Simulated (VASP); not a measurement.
Here is a VASP 6.6.1 calculation.

The input INCAR:

```
SYSTEM = Hf
  PREC = Accurate
  ENCUT = 600
  EDIFF = 1E-6
  ISMEAR = 0
  SIGMA = 0.1
  LREAL = .FALSE.
  LASPH = .TRUE.
  NELM = 60
  ALGO = Normal
  ISIF = 3
  LWAVE = .FALSE.
  LCHARG = .FALSE.
  GGA = CA
  IBRION = 2
  NSW = 100
  EDIFFG = -0.005
```

Contents of KPOINTS:

```
regular mesh
0
G
  16 16 16
  0 0 0
```

File POSCAR:

```
Hf
1.0
    0.0000000000      2.2200000000      2.2200000000
    2.2200000000      0.0000000000      2.2200000000
    2.2200000000      2.2200000000      0.0000000000
Hf
1
Direct
    0.0000000000      0.0000000000      0.0000000000
```

Potentials or basis: VASP PAW LDA potentials, release 64 (Hf_pv).

The run is started by

```console
$ cat potpaw_LDA.64/Hf_pv/POTCAR > POTCAR
$ mpirun -np 1 vasp_std > vasp.out
```

Question: What does it give for the band gap on the k mesh?

Answer: Zero (band 5 reaches 6.52 eV, above the bottom of band 6 at 4.74 eV).

Question: What does it give for the relaxed cell?

Answer: a = 3.084 Å, b = 3.084 Å, c = 3.084 Å, α = 60.00°, β = 60.00°, γ = 60.00°.

The path:
```csv
step,energy change (eV),largest force (eV/Å),pressure (GPa),volume (Å³)
1,0.0000,0.0000,-5.76,21.88
2,0.0081,0.0000,7.97,19.49
3,-0.0216,0.0000,-0.08,20.74
4,-0.0216,0.0000,0.04,20.72
5,-0.0216,0.0000,-0.03,20.74
```

Caveat: spin-orbit coupling is left out, which moves the levels of the heavy elements. Zero-point motion and thermal expansion aren't in these numbers.
